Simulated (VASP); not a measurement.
AgI: elastic constants with PBE

AgI:

```
Ag I
1.0
     0.00000    3.23650    3.23650
     3.23650    0.00000    3.23650
     3.23650    3.23650    0.00000
Ag I
1 1
Direct
  0.00000 0.00000 0.00000
  0.25000 0.25000 0.25000
```

```yaml
Program: VASP 6.6.1
Task: elastic constants
Functional: PBE
Potentials_or_basis: VASP PAW PBE potentials, release 64 (Ag, I)
Cutoff: 500 eV
k_mesh: 6 × 6 × 6
Occupations: gaussian, width 0.01 eV
Spin: no spin polarisation
Dipole_correction: no
Ions_in_elastic_constants: relaxed
Further_INCAR_settings: ALGO = Normal; EDIFF = 1e-08; NBANDS = 16; IBRION = 6; POTIM = 0.015; NSW = 1; ISIF = 3
```

The elastic constants C11, C12, C44 are 38, 34, 7 GPa. The voigt bulk modulus is 35 GPa and the highest phonon frequency at Γ, LO-TO splitting left out is 109 cm⁻¹.

Phonon frequencies in cm⁻¹ (negative: imaginary):
```tsv
q point	frequencies
(0.000, 0.000, 0.000)	0 0 0 109 109 109
```

Elastic tensor in Voigt notation (GPa, in the Cartesian axes of the cell as first typed):
```
38 34 34  0  0  0
34 38 34  0  0  0
34 34 38  0  0  0
 0  0  0  7  0  0
 0  0  0  0  7  0
 0  0  0  0  0  7
```

Clamped-ion elastic tensor (GPa):
```
38 34 34  0  0  0
34 38 34  0  0  0
34 34 38  0  0  0
 0  0  0 28  0  0
 0  0  0  0 28  0
 0  0  0  0  0 28
```

It took 17 min on 1 thread of Intel Xeon 8259CL (shared host), peak memory 0.3 GiB.

Caveat: the cell is under stress, which shifts elastic constants.
